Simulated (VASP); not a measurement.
# KI (I4mm) in VASP: notebook

KI is run at these levels: LDA; tasks: single point.

All numbers are computed with VASP 6.6.1; they aren't measurements. Logs are shortened: lines on timing, memory, paths and dates and some standing lists are left out, and cuts for length are marked.

## 1. The cell of the first run

Symmetry: I4mm, No. 107, tetragonal system. Conventional cell: a = 4.760 Å, b = 4.760 Å, c = 6.822 Å, α = 90.00°, β = 90.00°, γ = 90.00°. Within 4.3 Å of K (site symmetry 4mm) lie 6 I at 3.28 to 3.54 Å. Within 4.3 Å of I (site symmetry 4mm) lie 6 K at 3.28 to 3.54 Å.

## 2. Single point, LDA (atoms displaced along a vibrational mode, the cell strained)

INCAR reads:

```
PREC = Accurate ; ENCUT = 520
EDIFF = 1E-6 ; ISMEAR = 0
SIGMA = 0.05 ; LREAL = False
LASPH = True ; NELM = 60
ALGO = Normal ; ISIF = 2
LWAVE = False ; LCHARG = True
LELF = True ; LVHAR = True
NBANDS = 15
```

KPOINTS reads:

```
regular mesh
0
Gamma
  6 6 6
```

POSCAR reads:

```
KI
1.0
    0.0000000000      3.3655656014      3.4109309835
    3.3655656014      0.0000000000      3.4109309835
    3.3655656014      3.3655656014      0.0000000000
K I
1 1
Direct
   -0.0144828495     -0.0144828495      0.0144828495
    0.5044620555      0.5044620555      0.4955379445
```

Potentials or basis: VASP PAW LDA potentials, release 64 (K_sv, I).

Launch:

```
cat potpaw_LDA.64/K_sv/POTCAR potpaw_LDA.64/I/POTCAR > POTCAR
mpirun -np 1 vasp_std > vasp.out
```

OUTCAR:

```text
PREC = Accurate
   ENCUT = 520
   EDIFF = 1E-6
   ISMEAR = 0
   LREAL = False
   LASPH = True
   NELM = 60
   ISIF = 2

 ion  position               nearest neighbor table
   1  0.986  0.986  0.014-   2 3.28   2 3.37   2 3.37   2 3.37   2 3.37   2 3.54
   2  0.504  0.504  0.496-   1 3.28   1 3.37   1 3.37   1 3.37   1 3.37   1 3.54

  LATTYP: Found a body centered tetragonal cell.
 ALAT       =     4.7596285186
 C/A-ratio  =     1.4332761350

  Lattice vectors:

 A1 = (  -3.3655656014,   0.0000000000,   3.4109309835)
 A2 = (   3.3655656014,   0.0000000000,   3.4109309835)
 A3 = (   0.0000000000,   3.3655656014,  -3.4109309835)

Analysis of symmetry for initial positions (statically):
=====================================================================
 Subroutine PRICEL returns:
 Original cell was already a primitive cell.

 Routine SETGRP: Setting up the symmetry group for a
 body centered tetragonal supercell.

 Subroutine GETGRP returns: Found  8 space group operations
 (whereof  8 operations were pure point group operations)
 out of a pool of 16 trial point group operations.

The static configuration has the point symmetry C_4v.

Analysis of symmetry for dynamics (positions and initial velocities):
=====================================================================
 Subroutine PRICEL returns:
 Original cell was already a primitive cell.

 Routine SETGRP: Setting up the symmetry group for a
 body centered tetragonal supercell.

 Subroutine GETGRP returns: Found  8 space group operations
 (whereof  8 operations were pure point group operations)
 out of a pool of 16 trial point group operations.

The dynamic configuration has the point symmetry C_4v.

 Subroutine INISYM returns: Found  8 space group operations
 (whereof  8 operations are pure point group operations),
 and found     1 'primitive' translations

----------------------------------------------------------------------------------------

                                     Primitive cell

  volume of cell :      77.2714

  direct lattice vectors                    reciprocal lattice vectors
     0.000000000  3.365565601  3.410930984    -0.148563439  0.148563439  0.146587545
     3.365565601  0.000000000  3.410930984     0.148563439 -0.148563439  0.146587545
     3.365565601  3.365565601  0.000000000     0.148563439  0.148563439 -0.146587545

  length of vectors
     4.791814061  4.791814061  4.759628519     0.256183722  0.256183722  0.256183722

  position of ions in fractional coordinates (direct lattice)
     0.985517151  0.985517151  0.014482849
     0.504462055  0.504462055  0.495537945

  ion indices of the primitive-cell ions
   primitive index   ion index
                 1           1
                 2           2

----------------------------------------------------------------------------------------

 KPOINTS: regular mesh

Automatic generation of k-mesh.
 Grid dimensions read from file:
 generate k-points for:    6    6    6

 Generating k-lattice:

  Cartesian coordinates                     Fractional coordinates (reciprocal lattice)
    -0.024760573  0.024760573  0.024431258     0.166666667  0.000000000  0.000000000
     0.024760573 -0.024760573  0.024431258     0.000000000  0.166666667  0.000000000
     0.024760573  0.024760573 -0.024431258    -0.000000000 -0.000000000  0.166666667

  Length of vectors
     0.042697287  0.042697287  0.042697287

  Shift w.r.t. Gamma in fractional coordinates (k-lattice)
     0.000000000  0.000000000  0.000000000

 Subroutine IBZKPT returns following result:
 ===========================================

 Found     30 irreducible k-points:

 Following reciprocal coordinates:
            Coordinates               Weight
  0.000000  0.000000  0.000000      1.000000
  0.166667  0.000000  0.000000      8.000000
  0.333333 -0.000000  0.000000      8.000000
  0.500000 -0.000000  0.000000      4.000000
  0.166667  0.166667  0.000000      2.000000
  0.333333  0.166667  0.000000      8.000000
[... 16 lines left out ...]
  0.333333  0.000000  0.333333      4.000000
  0.500000  0.000000  0.333333     16.000000
 [... further k-points ...]
   k-points           NKPTS =     30   k-points in BZ     NKDIM =     30   number of bands    NBANDS=     15
   number of dos      NEDOS =    301   number of ions     NIONS =      2
   total plane-waves  NPLWV =  46656
   dimension x,y,z NGX =    36 NGY =   36 NGZ =   36
   dimension x,y,z NGXF=    72 NGYF=   72 NGZF=   72
   ions per type =               1   1
   NGX,Y,Z   is equivalent  to a cutoff of  12.49, 12.49, 12.57 a.u.
   NGXF,Y,Z  is equivalent  to a cutoff of  24.98, 24.98, 25.15 a.u.
 SYSTEM =  unknown system
   PREC   = accura    normal or accurate (medium, high low for compatibility)
   ISTART =      0    job   : 0-new  1-cont  2-samecut
   ICHARG =      2    charge: 1-file 2-atom 10-const
   ISPIN  =      1    spin polarized calculation?
   LNONCOLLINEAR =      F non collinear calculations
   LSORBIT =      F    spin-orbit coupling
   LASPH  =      T    aspherical Exc in radial PAW
   ENCUT  =  520.0 eV  38.22 Ry    6.18 a.u.   8.91  8.91  8.85*2*pi/ulx,y,z
   NELM   =     60;   NELMIN=  2; NELMDL= -5     # of ELM steps
   EDIFF  = 0.1E-05   stopping-criterion for ELM
   LREAL  =      F    real-space projection
[... 7 lines left out ...]
   TEBEG  =    0.0;   TEEND  =   0.0 temperature during run
   PSTRESS=    0.0 pullay stress
   NELECT =      16.0000    total number of electrons
   NUPDOWN=      -1.0000    fix difference up-down
   EMIN   =  10.00;   EMAX   =-10.00  energy-range for DOS
   EFERMI =   0.00;   METHOD = LEGACY
   ISMEAR =     0;   SIGMA  =   0.05  broadening in eV -4-tet -1-fermi 0-gaus
   EFERMI_NEDOS =   21; number of points for ismear=-14 and -15
   IALGO  =     38    algorithm
   IMIX   =      4    mixing-type and parameters
     AMIX     =   0.40;   BMIX     =  1.00
     AMIX_MAG =   1.60;   BMIX_MAG =  1.00
  volume/ion in A,a.u.               =      38.64       260.73
  Fermi-wavevector in a.u.,A,eV,Ry     =   0.968520  1.830237 12.762680  0.938030
  Thomas-Fermi vector in A             =   2.098496
   LORBIT       =      0    0 simple, 1 ext, 2 COOP (PROOUT), +10 PAW based schemes
   GGA     = CA    functional components
   LHFCALC =     F    Hartree Fock is set to
   AEXX    =    0.0000 exact exchange contribution
   IVDW    =     0    specifies the selected vdW correction
   LEPSILON=     F    determine dielectric tensor
   LRPA    =     F    only Hartree local field effects (RPA)
 non-spin polarized calculation
 Gauss-broadening in eV      SIGMA  =   0.05
  energy-cutoff  :      520.00
  volume of cell :       77.27
 maximum number of plane-waves:      2098
   NGX = 17   NGY = 17   NGZ = 17

 number of electron      16.0000001 magnetization

 Free energy of the ion-electron system (eV)
  ---------------------------------------------------
  ext. energy  EPLUGINS =         0.00000000
  ---------------------------------------------------
  free energy    TOTEN  =        -6.14925320 eV

  energy without entropy =       -6.14925320  energy(sigma->0) =       -6.14925320

 E-fermi :   0.4186     XC(G=0):  -8.1461

 val. band max:        0.1346720268   @ k =   0.0000   0.0000   0.0000
 cond. band min:       4.0817500675   @ k =   0.0000   0.0000   0.0000
 fundamental gap:      3.9470780407
 Fermi energy:         0.4186027454

 k-point     1 :       0.0000    0.0000    0.0000
  band No.  band energies     occupation
      1     -27.8099      2.00000
      2     -11.5634      2.00000
      3     -11.5581      2.00000
      4     -11.5581      2.00000
      5     -10.6563      2.00000
      6       0.1231      2.00000
      7       0.1347      2.00000
      8       0.1347      2.00000
      9       4.0818      0.00000
     10       6.2793      0.00000
     11       6.3738      0.00000
     12       6.3738      0.00000
     13       7.1898      0.00000
     14       7.2208      0.00000
     15       9.7131      0.00000

 k-point     2 :       0.1667    0.0000    0.0000
  band No.  band energies     occupation
      1     -27.8087      2.00000
      2     -11.6793      2.00000
      3     -11.5597      2.00000
      4     -11.5586      2.00000
      5     -10.4920      2.00000
      6      -0.4313      2.00000
      7      -0.0033      2.00000
      8       0.0030      2.00000
      9       4.7934      0.00000
     10       6.2903      0.00000
     11       6.6389      0.00000
     12       6.6895      0.00000
     13       7.6094      0.00000
     14       7.6373      0.00000
     15      10.7265      0.00000

 k-point     3 :       0.3333   -0.0000    0.0000
  band No.  band energies     occupation
      1     -27.8062      2.00000
      2     -11.8471      2.00000
      3     -11.5621      2.00000
      4     -11.5597      2.00000
      5     -10.2233      2.00000
      6      -1.2525      2.00000
      7      -0.2412      2.00000
      8      -0.2350      2.00000
      9       5.3840      0.00000
     10       7.2402      0.00000
     11       7.4572      0.00000
     12       7.5025      0.00000
     13       8.6323      0.00000
     14       8.6494      0.00000
     15      10.1010      0.00000

 k-point     4 :       0.5000   -0.0000    0.0000
  band No.  band energies     occupation
      1     -27.8049      2.00000
      2     -11.9140      2.00000
      3     -11.5634      2.00000
      4     -11.5602      2.00000
      5     -10.1034      2.00000
      6      -1.5889      2.00000
      7      -0.3498      2.00000
      8      -0.3439      2.00000
      9       5.5114      0.00000
     10       7.8492      0.00000
     11       8.3324      0.00000
     12       8.4028      0.00000
     13       8.7959      0.00000
     14       8.8703      0.00000
     15       9.9845      0.00000
[... 307 lines left out ...]
 k-point    22 :      -0.3333    0.5000    0.1667
  band No.  band energies     occupation
      1     -27.8035      2.00000
      2     -11.6914      2.00000
      3     -11.6239      2.00000
      4     -11.6062      2.00000
      5     -10.3225      2.00000
      6      -0.9778      2.00000
      7      -0.5894      2.00000
      8      -0.5699      2.00000
      9       5.4734      0.00000
     10       6.6133      0.00000
     11       7.5046      0.00000
     12       8.6803      0.00000
     13       8.7783      0.00000
     14       9.8545      0.00000
     15      10.4884      0.00000

 k-point    23 :       0.3333    0.0000    0.3333
  band No.  band energies     occupation
      1     -27.8049      2.00000
      2     -11.7135      2.00000
      3     -11.5863      2.00000
      4     -11.5858      2.00000
      5     -10.3708      2.00000
      6      -1.0920      2.00000
      7      -0.2535      2.00000
      8      -0.2376      2.00000
      9       4.8825      0.00000
     10       5.9226      0.00000
     11       7.8840      0.00000
     12       8.4058      0.00000
     13       8.9599      0.00000
     14       9.0176      0.00000
     15      10.4422      0.00000

 k-point    24 :       0.5000    0.0000    0.3333
  band No.  band energies     occupation
      1     -27.8037      2.00000
      2     -11.7102      2.00000
      3     -11.6100      2.00000
      4     -11.5868      2.00000
      5     -10.3418      2.00000
      6      -1.0952      2.00000
      7      -0.5482      2.00000
      8      -0.3370      2.00000
      9       5.0595      0.00000
     10       6.4692      0.00000
     11       8.0018      0.00000
     12       8.3480      0.00000
     13       9.2230      0.00000
     14       9.4813      0.00000
     15      10.2208      0.00000

 [... further k-points ...]
[... 5 lines left out ...]
  --------------------------------------------------------------------------------------
  -------------------------------------------------------------------------------------
  Total        0.3100867      0.3100867      0.2332363      0.0000000     -0.0000000      0.0000000
  in kB        6.4294631      6.4294631      4.8360152      0.0000000     -0.0000000      0.0000000
  external PRESSURE =       5.8983138 kB  Pullay stress =       0.0000000 kB

 VOLUME and BASIS-vectors are now :
 -----------------------------------------------------------------------------
  energy-cutoff  :      520.00
  volume of cell :       77.27
      direct lattice vectors                 reciprocal lattice vectors
     0.000000000  3.365565601  3.410930984    -0.148563439  0.148563439  0.146587545
     3.365565601  0.000000000  3.410930984     0.148563439 -0.148563439  0.146587545
     3.365565601  3.365565601  0.000000000     0.148563439  0.148563439 -0.146587545

 POSITION                                       TOTAL-FORCE (eV/Angst)
 -----------------------------------------------------------------------------------
      3.36557      3.36557      6.72306         0.000000      0.000000      0.191937
      3.36557      3.36557      3.44137         0.000000      0.000000     -0.191937
 -----------------------------------------------------------------------------------
    total drift:                               -0.000000     -0.000000      0.000023

  FREE ENERGIE OF THE ION-ELECTRON SYSTEM (eV)
  ---------------------------------------------------
  free  energy   TOTEN  =        -6.1492532035 eV

  energy  without entropy=       -6.1492532035  energy(sigma->0) =       -6.14925320
```

Run time: 44 s. Hardware: 1 thread of Intel Xeon 8259CL, shared host; peak memory 0.19 GiB.

What came out:

* Free energy: -6.1493 eV
* Pressure: 0.6 GPa
* Largest force: 0.192 eV/Å
* Band gap on the k mesh: 3.95 eV

Forces in eV/Å, atoms in the order of the input:
```
K    0.000  0.000  0.192
I    0.000  0.000 -0.192
```

Stress tensor (GPa, compression positive):
```
0.64 0.00 0.00
0.00 0.64 0.00
0.00 0.00 0.48
```

Levels at points of the mesh, in eV from the valence-band top:
```csv
k point,band 4,band 5,band 6,band 7,band 8,band 9,band 10,band 11,band 12,band 13
"(0.00, 0.00, 0.00)",-11.69,-10.79,-0.01,0.00,0.00,3.95,6.14,6.24,6.24,7.06
"(0.50, 0.00, 0.00)",-11.69,-10.24,-1.72,-0.48,-0.48,5.38,7.71,8.20,8.27,8.66
"(0.50, 0.50, 0.00)",-11.73,-10.57,-1.26,-0.44,-0.44,4.44,5.80,8.05,8.62,9.51
"(0.50, 0.00, 0.50)",-11.73,-10.57,-1.24,-0.48,-0.46,4.45,5.79,8.08,8.94,9.19
```

Caveat: the cell differs from its parent crystal (atoms displaced along a vibrational mode, the cell strained); spin-orbit coupling is left out, which moves the levels of the heavy elements. A k mesh can miss the band edges.

## 3. Single point, LDA (atoms displaced along a vibrational mode, the cell strained)

INCAR reads:

```
ALGO     = Normal         # electronic algorithm
EDIFF    = 1E-7           # SCF threshold, eV
ENCUT    = 520            # plane-wave cutoff, eV
ISIF     = 2              # what is computed and relaxed
ISMEAR   = 0              # smearing method
LASPH    = True           # aspherical terms in the spheres
LCHARG   = False          # write CHGCAR
LREAL    = False          # projectors in reciprocal space
LWAVE    = False          # write WAVECAR
NBANDS   = 15             # bands
NELM     = 100            # most SCF steps
PREC     = Accurate       # precision mode
SIGMA    = 0.05           # smearing width, eV
```

KPOINTS reads:

```
k-points
0
Gamma
  6 6 6
```

POSCAR reads:

```
KI
1.0
    0.0000000000      3.3655656014      3.4109309835
    3.3655656014      0.0000000000      3.4109309835
    3.3655656014      3.3655656014      0.0000000000
K I
1 1
Direct
   -0.0289656989     -0.0289656989      0.0289656989
    0.5089241111      0.5089241111      0.4910758889
```

Potentials or basis: VASP PAW LDA potentials, release 64 (K_sv, I).

Launch:

```
cat potpaw_LDA.64/K_sv/POTCAR potpaw_LDA.64/I/POTCAR > POTCAR
mpirun -np 1 vasp_std > vasp.out
```

Run time: 44 s. Hardware: 1 thread of Intel Xeon 8259CL, shared host; peak memory 0.19 GiB.

The run converged. Its results:

- Free energy: -6.1094 eV
- Pressure: 0.9 GPa
- Largest force: 0.439 eV/Å
- Band gap on the k mesh: 3.96 eV

Forces on the atoms (eV/Å):
```
K    0.000  0.000  0.439
I    0.000  0.000 -0.439
```

Stress tensor (GPa, compression positive):
```
0.55 0.00 0.00
0.00 0.55 0.00
0.00 0.00 1.60
```

Levels at points of the mesh, in eV from the valence-band top:
| k point | band 5 | band 6 | band 7 | band 8 | band 9 | band 10 | band 11 | band 12 |
| --- | --- | --- | --- | --- | --- | --- | --- | --- |
| (0.00, 0.00, 0.00) | -10.75 | -0.01 | 0.00 | 0.00 | 3.96 | 6.19 | 6.30 | 6.30 |
| (0.50, 0.00, 0.00) | -10.21 | -1.70 | -0.46 | -0.45 | 5.38 | 7.60 | 8.22 | 8.24 |
| (0.50, 0.50, 0.00) | -10.51 | -1.22 | -0.42 | -0.42 | 4.47 | 5.81 | 8.11 | 8.27 |
| (0.50, 0.00, 0.50) | -10.53 | -1.23 | -0.49 | -0.43 | 4.52 | 5.79 | 8.11 | 8.96 |

Caveat: the cell differs from its parent crystal (atoms displaced along a vibrational mode, the cell strained); spin-orbit coupling is left out, which moves the levels of the heavy elements.

## 4. Single point, LDA (atoms displaced along a vibrational mode, the cell strained)

INCAR reads:

```
PREC = Accurate ; ENCUT = 520
EDIFF = 1E-6 ; ISMEAR = 0
SIGMA = 0.05 ; LREAL = F
LASPH = T ; NELM = 100
ALGO = Normal ; ISIF = 2
LWAVE = F ; LCHARG = F
GGA = CA ; NBANDS = 15
```

KPOINTS reads:

```
regular mesh
0
Gamma
  6 6 6
```

POSCAR reads:

```
KI
1.0
    0.0000000000      3.3655656014      3.4109309835
    3.3655656014      0.0000000000      3.4109309835
    3.3655656014      3.3655656014      0.0000000000
K I
1 1
Direct
   -0.0579313979     -0.0579313979      0.0579313979
    0.5178482222      0.5178482222      0.4821517778
```

Launch:

```
cat potpaw_LDA.64/K_sv/POTCAR potpaw_LDA.64/I/POTCAR > POTCAR
mpirun -np 1 vasp_std > vasp.out
```

Run time: 42 s. Hardware: 1 thread of Intel Xeon 8259CL, shared host; peak memory 0.19 GiB.

It converged, with:

- Free energy: -5.8942 eV
- Pressure: 2.3 GPa
- Largest force: 1.353 eV/Å
- Band gap on the k mesh: 3.98 eV

Forces on the atoms (eV/Å):
```
K    0.000  0.000  1.353
I    0.000  0.000 -1.353
```

Stress tensor (GPa, compression positive):
```
0.16 0.00 0.00
0.00 0.16 0.00
0.00 0.00 6.63
```

Levels at points of the mesh, in eV from the valence-band top:
```csv
k point,band 6,band 7,band 8,band 9,band 10,band 11
"(0.00, 0.00, 0.00)",-0.04,-0.04,0.00,3.98,6.34,6.52
"(0.50, 0.00, 0.00)",-1.63,-0.40,-0.35,5.34,7.35,8.06
"(0.50, 0.50, 0.00)",-1.09,-0.37,-0.37,4.52,5.78,7.68
"(0.50, 0.00, 0.50)",-1.19,-0.56,-0.35,4.78,5.76,8.19
```

Caveat: the cell differs from its parent crystal (atoms displaced along a vibrational mode, the cell strained); the stress differs along the axes, from 0 to 7 GPa; spin-orbit coupling is left out, which moves the levels of the heavy elements; forces of over 1 eV/Å act on the atoms, so gaps and moduli don't describe the material at rest.

(Part 1 of 2 ends here.)
